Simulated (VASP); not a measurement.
A run of VASP 6.6.1 is set up as follows.

The input INCAR:

```
SYSTEM = GaAs
ALGO = Normal ; DIPOL = 0.5 0.5 0.500
EDIFF = 1E-6 ; EDIFFG = -0.03
ENCUT = 520 ; GGA = CA
IBRION = 2 ; IDIPOL = 3
ISIF = 2 ; ISMEAR = 0
LASPH = .True. ; LCHARG = .False.
LDIPOL = .True. ; LREAL = .False.
LWAVE = .False. ; NELM = 100
NSW = 70 ; PREC = Accurate
SIGMA = 0.05
```

Contents of KPOINTS:

```
k-points
0
Gamma
  7 7 1
  0 0 0
```

POSCAR

```
GaAs
1.0
    3.9617670078      0.0000000000      0.0000000000
    0.0000000000      3.9617670078      0.0000000000
    0.0000000000      0.0000000000     18.2020884751
As Ga
2 2
Selective dynamics
Direct
    0.0000000000      0.5000000000      0.3845712545  F F F
    0.5000000000      0.0000000000      0.5384762485  T T T
    0.5000000000      0.5000000000      0.4615237515  F F F
    0.0000000000      0.0000000000      0.6154287455  T T T
```

Potentials or basis: VASP PAW LDA potentials, release 64 (As, Ga_d).

The run is started by

```sh
$ cat potpaw_LDA.64/As/POTCAR potpaw_LDA.64/Ga_d/POTCAR > POTCAR
$ mpirun -np 1 vasp_std > vasp.out
```

Problem. What does it give for the band gap on the k mesh?

Solution. Zero (bands 18 and 19 overlap by 0.50 eV).

Problem. What does it give for the energy gained by relaxing?

Solution. 6.9 meV/atom.

The path:
```csv
step,energy change (eV),largest force on free atoms (eV/Å),pressure (GPa)
1,0.0000,0.5469,-0.41
2,-0.0118,0.3449,-0.43
3,-0.0187,0.2367,-0.44
4,-0.0218,0.1936,-0.49
5,-0.0272,0.0641,-0.64
6,-0.0278,0.0107,-0.70
```
